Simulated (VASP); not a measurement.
# MgO (Cmcm) in VASP: a series of runs

Runs on MgO. Level: PBEsol. Tasks: single point.

Program: VASP 6.6.1. These are calculated values, not measurements. Logs are shortened: lines on timing, memory, paths and dates and some standing lists are left out, and cuts for length are marked.

### 1 The cell of the first run

It takes space group Cmcm (No. 63, orthorhombic). Conventional cell: a = 4.270 Å, b = 4.270 Å, c = 4.270 Å, α = 90.00°, β = 90.00°, γ = 90.00°. Within 2.6 Å of Mg (site symmetry m2m) lie 6 O at 1.97 to 2.30 Å. Within 2.6 Å of O (site symmetry m2m) lie 6 Mg at 1.97 to 2.30 Å.

### 2 Single point, PBEsol (mode 4 (275.8 1/cm) frozen in, largest displacement -0.300 Å)

Input file INCAR:

```
SYSTEM = MgO
ALGO = Normal
EDIFF = 1E-6
ENCUT = 520
GGA = PS
ISIF = 2
ISMEAR = 0
LASPH = .True.
LCHARG = .False.
LREAL = .False.
LWAVE = .False.
NBANDS = 16
NELM = 80
PREC = Accurate
SIGMA = 0.05
```

Input file KPOINTS:

```
k-points
0
Gamma
  8 8 6
  0 0 0
```

Input file POSCAR:

```
MgO
1.0
    0.0000000000     -2.1351500000     -2.1351500000
    0.0000000000      2.1351500000     -2.1351500000
    4.2703000000      0.0000000000      0.0000000000
Mg O
2 2
Direct
    0.5702526755      0.4297473245      0.5000000000
   -0.0702526755      0.0702526755      0.0000000000
    0.4682300731      0.5317699269      0.0000000000
    0.0317699269     -0.0317699269      0.5000000000
```

Potentials or basis: VASP PAW PBE potentials, release 64 (Mg, O).

Command:

```bash
cat potpaw_PBE.64/Mg/POTCAR potpaw_PBE.64/O/POTCAR > POTCAR
mpirun -np 1 vasp_std > vasp.out
```

OUTCAR:

```text
SYSTEM = MgO
   EDIFF = 1E-6
   ENCUT = 520
   GGA = PS
   ISIF = 2
   ISMEAR = 0
   LASPH = .True.
   LREAL = .False.
   NELM = 80
   PREC = Accurate

 ion  position               nearest neighbor table
   1  0.570  0.430  0.500-   4 1.97   4 2.14   4 2.14   3 2.18   3 2.18   4 2.30   2 2.63   2 2.63
                             2 3.08   2 3.08   2 3.08   2 3.08   2 3.47   2 3.47
   2  0.930  0.070  0.000-   3 1.97   3 2.14   3 2.14   4 2.18   4 2.18   3 2.30   1 2.63   1 2.63
                             1 3.08   1 3.08   1 3.08   1 3.08   1 3.47   1 3.47
   3  0.468  0.532  0.000-   2 1.97   2 2.14   2 2.14   1 2.18   1 2.18   2 2.30
   4  0.032  0.968  0.500-   1 1.97   1 2.14   1 2.14   2 2.18   2 2.18   1 2.30

  LATTYP: Found a simple tetragonal cell.
 ALAT       =     3.0195580877
 C/A-ratio  =     1.4142135624

  Lattice vectors:

 A1 = (   0.0000000000,  -2.1351500000,  -2.1351500000)
 A2 = (   0.0000000000,   2.1351500000,  -2.1351500000)
 A3 = (   4.2703000000,   0.0000000000,   0.0000000000)

Analysis of symmetry for initial positions (statically):
=====================================================================
 Subroutine PRICEL returns:
 Original cell was already a primitive cell.

 Routine SETGRP: Setting up the symmetry group for a
 simple tetragonal supercell.

 Subroutine GETGRP returns: Found  8 space group operations
 (whereof  4 operations were pure point group operations)
 out of a pool of 16 trial point group operations.

The static configuration has the point symmetry C_2v.
 The point group associated with its full space group is D_2h.

Analysis of symmetry for dynamics (positions and initial velocities):
=====================================================================
 Subroutine PRICEL returns:
 Original cell was already a primitive cell.

 Routine SETGRP: Setting up the symmetry group for a
 simple tetragonal supercell.

 Subroutine GETGRP returns: Found  8 space group operations
 (whereof  4 operations were pure point group operations)
 out of a pool of 16 trial point group operations.

The dynamic configuration has the point symmetry C_2v.
 The point group associated with its full space group is D_2h.

 Subroutine INISYM returns: Found  8 space group operations
 (whereof  4 operations are pure point group operations),
 and found     1 'primitive' translations

----------------------------------------------------------------------------------------
[... 99 lines left out ...]
   EDIFFG = 0.1E-04   stopping-criterion for IOM
   NSW    =      0    number of steps for IOM
   IBRION =     -1    ionic relax: 0-MD 1-quasi-New 2-CG
   NFREE  =      0    steps in history (QN), initial steepest desc. (CG)
   ISIF   =      2    stress and relaxation
   ISYM   =      2    0-nonsym 1-usesym 2-fastsym
   POTIM  = 0.5000    time-step for ionic-motion
   TEBEG  =    0.0;   TEEND  =   0.0 temperature during run
   PSTRESS=    0.0 pullay stress
   NELECT =      16.0000    total number of electrons
   NUPDOWN=      -1.0000    fix difference up-down
   EMIN   =  10.00;   EMAX   =-10.00  energy-range for DOS
   EFERMI =   0.00;   METHOD = LEGACY
   ISMEAR =     0;   SIGMA  =   0.05  broadening in eV -4-tet -1-fermi 0-gaus
   EFERMI_NEDOS =   21; number of points for ismear=-14 and -15
   IALGO  =     38    algorithm
   IMIX   =      4    mixing-type and parameters
     AMIX     =   0.40;   BMIX     =  1.00
     AMIX_MAG =   1.60;   BMIX_MAG =  1.00
  volume/ion in A,a.u.               =       9.73        65.69
  Fermi-wavevector in a.u.,A,eV,Ry     =   1.217119  2.300022 20.155386  1.481379
  Thomas-Fermi vector in A             =   2.352450
   LORBIT       =      0    0 simple, 1 ext, 2 COOP (PROOUT), +10 PAW based schemes
   GGA     = PS    functional components
   LHFCALC =     F    Hartree Fock is set to
   AEXX    =    0.0000 exact exchange contribution
   IVDW    =     0    specifies the selected vdW correction
   LEPSILON=     F    determine dielectric tensor
   LRPA    =     F    only Hartree local field effects (RPA)
 non-spin polarized calculation
 Gauss-broadening in eV      SIGMA  =   0.05
  energy-cutoff  :      520.00
  volume of cell :       38.94
 maximum number of plane-waves:      1088
 NGX is ok and might be reduce to    24
   NGX = 11   NGY = 11   NGZ = 15

 number of electron      15.9999998 magnetization

 Free energy of the ion-electron system (eV)
  ---------------------------------------------------
  ext. energy  EPLUGINS =         0.00000000
  ---------------------------------------------------
  free energy    TOTEN  =       -24.26660097 eV

  energy without entropy =      -24.26660097  energy(sigma->0) =      -24.26660097

 E-fermi :   3.0870     XC(G=0): -11.1126

 val. band max:        2.8887500932   @ k =   0.0000   0.0000   0.0000
 cond. band min:       6.8466701620   @ k =   0.0000   0.0000   0.0000
 fundamental gap:      3.9579200688
 Fermi energy:         3.0869697152

 k-point     1 :       0.0000    0.0000    0.0000
  band No.  band energies     occupation
      1     -14.1991      2.00000
      2     -12.7128      2.00000
      3      -1.1427      2.00000
      4       1.4986      2.00000
      5       1.5065      2.00000
      6       2.7053      2.00000
[... 433 lines left out ...]
      3      -0.8088      2.00000
      4       0.4976      2.00000
      5       0.6173      2.00000
      6       1.7682      2.00000
[... 8 lines left out ...]
     15      19.1638      0.00000
     16      20.1969      0.00000

 [... further k-points ...]

------------------------ aborting loop because EDIFF is reached ----------------------------------------

  FORCE on cell =-STRESS in cart. coord.  units (eV):
  Direction    XX          YY          ZZ          XY          YZ          ZX
  --------------------------------------------------------------------------------------
  -------------------------------------------------------------------------------------
  Total        0.1336388      0.1845647     -2.4488879      0.0000000      0.0000000      0.0000000
  in kB        5.4991791      7.5947608   -100.7707099      0.0000000      0.0000000      0.0000000
  external PRESSURE =     -29.2255900 kB  Pullay stress =       0.0000000 kB

 VOLUME and BASIS-vectors are now :
 -----------------------------------------------------------------------------
  energy-cutoff  :      520.00
  volume of cell :       38.94
      direct lattice vectors                 reciprocal lattice vectors
     0.000000000 -2.135150000 -2.135150000     0.000000000 -0.234175585 -0.234175585
     0.000000000  2.135150000 -2.135150000     0.000000000  0.234175585 -0.234175585
     4.270300000  0.000000000  0.000000000     0.234175585  0.000000000  0.000000000

 POSITION                                       TOTAL-FORCE (eV/Angst)
 -----------------------------------------------------------------------------------
      2.13515     -0.30000     -2.13515         0.000000      2.302064      0.000000
      0.00000     -1.83515     -2.13515         0.000000     -2.302064      0.000000
      0.00000      0.13567     -2.13515         0.000000     -0.443139      0.000000
      2.13515      1.99948     -2.13515         0.000000      0.443139      0.000000
 -----------------------------------------------------------------------------------
    total drift:                               -0.000000      0.000000     -0.000000

  FREE ENERGIE OF THE ION-ELECTRON SYSTEM (eV)
  ---------------------------------------------------
  free  energy   TOTEN  =       -24.2666009700 eV

  energy  without entropy=      -24.2666009700  energy(sigma->0) =      -24.26660097
```

stdout:

```text
POSCAR found type information on POSCAR MgO
 POSCAR found :  2 types and       4 ions
 scaLAPACK will be used
 -----------------------------------------------------------------------------
|                                                                             |
|                                                                             |
|     You enforced a specific xc type in the INCAR file but a different       |
|     I HOPE YOU KNOW WHAT YOU ARE DOING!                                     |
|                                                                             |
 -----------------------------------------------------------------------------

 LDA part: xc-table for (Slater+PW92), standard interpolation
 POSCAR, INCAR and KPOINTS ok, starting setup
 FFT: planning ... GRIDC
 FFT: planning ... GRID_SOFT
 FFT: planning ... GRID
 WAVECAR not read
 entering main loop
```

Run time: 70 s. Hardware: 1 thread of AMD EPYC 7R13, shared host; peak memory 0.15 GiB.

Results:

* Free energy: -24.2666 eV
* Pressure: -2.9 GPa
* Largest force: 2.302 eV/Å
* Band gap on the k mesh: 3.96 eV, direct

Forces on the atoms (eV/Å):
```
Mg   0.000  2.302  0.000
Mg   0.000 -2.302  0.000
O    0.000 -0.443  0.000
O    0.000  0.443  0.000
```

Levels at points of the mesh, in eV from the valence-band top:
```tsv
k point	band 5	band 6	band 7	band 8	band 9	band 10	band 11	band 12
(0.00, 0.00, 0.00)	-1.38	-0.18	-0.14	0.00	3.96	8.92	9.15	11.56
(0.50, 0.00, 0.00)	-2.24	-1.69	-0.82	-0.58	8.70	8.75	10.08	12.09
(0.50, 0.50, 0.00)	-1.51	-1.39	-1.36	-1.31	8.60	8.73	8.86	9.16
(0.00, 0.00, 0.50)	-0.80	-0.80	-0.80	-0.80	7.33	7.33	10.63	10.63
(0.50, 0.00, 0.50)	-0.70	-0.70	-0.61	-0.61	7.25	7.25	11.62	11.62
(0.50, 0.50, 0.50)	-2.96	-2.96	-1.60	-1.60	10.05	10.05	11.04	11.04
```

Caveat: the cell differs from its parent crystal (mode 4 (275.8 1/cm) frozen in, largest displacement -0.300 Å); the PAW data sets were made with another functional, which shifts forces and pressure a little.

### 3 Single point, PBEsol (mode 4 (275.8 1/cm) frozen in, largest displacement +0.225 Å)

Input file INCAR:

```
SYSTEM = MgO
PREC = Accurate
ENCUT = 520
EDIFF = 1E-7
ISMEAR = 0
SIGMA = 0.05
LREAL = .FALSE.
LASPH = .TRUE.
NELM = 100
ALGO = Normal
ISIF = 2
LWAVE = .FALSE.
LCHARG = .FALSE.
GGA = PS
NBANDS = 16
```

Input file KPOINTS:

```
regular mesh
0
G
  8 8 6
  0 0 0
```

Input file POSCAR:

```
MgO
1.0
    0.0000000000     -2.1351500000     -2.1351500000
    0.0000000000      2.1351500000     -2.1351500000
    4.2703000000      0.0000000000      0.0000000000
Mg O
2 2
Direct
    0.4473104934      0.5526895066      0.5000000000
    0.0526895066     -0.0526895066      0.0000000000
    0.5238274452      0.4761725548      0.0000000000
   -0.0238274452      0.0238274452      0.5000000000
```

Potentials or basis: VASP PAW PBE potentials, release 64 (Mg, O).

Command:

```bash
cat potpaw_PBE.64/Mg/POTCAR potpaw_PBE.64/O/POTCAR > POTCAR
mpirun -np 1 vasp_std > vasp.out
```

Wall time 81 s (1 thread of AMD EPYC 7R13, shared host); peak memory 0.15 GiB.

The run converged. Its results:

* Free energy: -24.5909 eV
* Pressure: -4.4 GPa
* Largest force: 1.650 eV/Å
* Band gap on the k mesh: 4.09 eV, direct

Forces on the atoms (eV/Å):
```
Mg   0.000 -1.650  0.000
Mg   0.000  1.650  0.000
O    0.000  0.392  0.000
O    0.000 -0.392  0.000
```

Stress tensor (GPa, compression positive):
```
-2.65  0.00  0.00
 0.00 -2.25  0.00
 0.00  0.00 -8.45
```

Levels at points of the mesh, in eV from the valence-band top:
| k point | band 6 | band 7 | band 8 | band 9 | band 10 | band 11 |
| --- | --- | --- | --- | --- | --- | --- |
| (0.00, 0.00, 0.00) | -0.11 | -0.08 | 0.00 | 4.09 | 8.90 | 9.27 |
| (0.50, 0.00, 0.00) | -1.75 | -0.76 | -0.57 | 8.83 | 8.86 | 10.42 |
| (0.50, 0.50, 0.00) | -1.36 | -1.34 | -1.31 | 8.71 | 8.80 | 9.11 |
| (0.00, 0.00, 0.50) | -0.76 | -0.76 | -0.76 | 7.44 | 7.44 | 10.73 |
| (0.50, 0.00, 0.50) | -0.67 | -0.61 | -0.61 | 7.35 | 7.35 | 11.80 |
| (0.50, 0.50, 0.50) | -2.92 | -1.65 | -1.65 | 10.45 | 10.45 | 11.12 |

Caveat: the cell differs from its parent crystal (mode 4 (275.8 1/cm) frozen in, largest displacement +0.225 Å); the PAW data sets were made with another functional, which shifts forces and pressure a little.

(Part 1 of 2 ends here.)
